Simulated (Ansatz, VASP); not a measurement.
# MoS2: VASP beside Ansatz

Contents of INCAR:

```
  AGGAC = 1.0
  AGGAX = 1.0
  ALDAC = 0.0
  ALDAX = 1.0
  ALGO = Normal
  EDIFF = 1E-7
  EDIFFG = -0.01
  ENCUT = 600
  GGA = B5
  IBRION = 2
  ISIF = 3
  ISMEAR = -1
  IVDW = 13
  LASPH = T
  LCHARG = F
  LREAL = F
  LWAVE = F
  NELM = 80
  NSW = 60
  PREC = Accurate
  SIGMA = 0.05
  VDW_A1 = 0.44488865
  VDW_A2 = 4.0933009
  VDW_S6 = 1.0
  VDW_S8 = 2.34076671
```

The input KPOINTS:

```
k-points
0
Gamma
  9 9 4
```

The input POSCAR:

```
MoS2
1.0
    3.2274645616      0.0000000000      0.0000000000
   -1.6137322808      2.7950663001      0.0000000000
    0.0000000000      0.0000000000      6.3124734200
Mo S
1 2
Direct
    0.0000000000      0.0000000000      0.5000000000
    0.6666666667      0.3333333333      0.7446806800
    0.3333333333      0.6666666667      0.2553193200
```

input.yaml

```yaml
crystal:
  lattice:
    - [3.2274645616, 0.0, 0.0]
    - [-1.6137322808, 2.7950663001, 0.0]
    - [0.0, 0.0, 6.31247342]
  atoms:
    - { symbol: Mo, position: [0.0, 0.0, 0.5] }
    - { symbol: S, position: [0.6666666667, 0.3333333333, 0.74468068] }
    - { symbol: S, position: [0.3333333333, 0.6666666667, 0.25531932] }
hamiltonian:
  xc: blyp
  pseudopotentials: { kind: paw }
  dispersion: d4
kpoints:
  mp_grid: { grid: [9, 9, 4] }
scf:
  occupations: { method: fermi_dirac, width: 0.05 }
output:
  forces: true
  stress: true
relax:
  f_tol: 0.01
  max_steps: 40
  cell: { stress_tol: 0.05 }
```

Alike in both runs: task relaxation of cell and atoms; functional BLYP; dispersion D4; k mesh 9 × 9 × 4; occupations fermi-dirac, width 0.05 eV; no spin polarisation.

```csv
,VASP,Ansatz
version,VASP 6.6.1,Ansatz 0.2.0
potentials or method,"VASP PAW PBE potentials, release 64 (Mo_sv, S)",Ansatz PAW
plane-wave cutoff (eV),600,420
valence electrons in the cell,26,26
```

```csv
,VASP,Ansatz,Ansatz less VASP
relaxed volume (Å³/atom),17.41,17.39,-0.025
relaxed cell length with the largest relative difference (Å),5.717,5.706,-0.0111
```

VASP's potentials were made for PBE, not for BLYP.

Noted on Ansatz's run: the plane-wave basis is chosen anew once the cell has moved, so the energies of steps on either side of that aren't comparable.
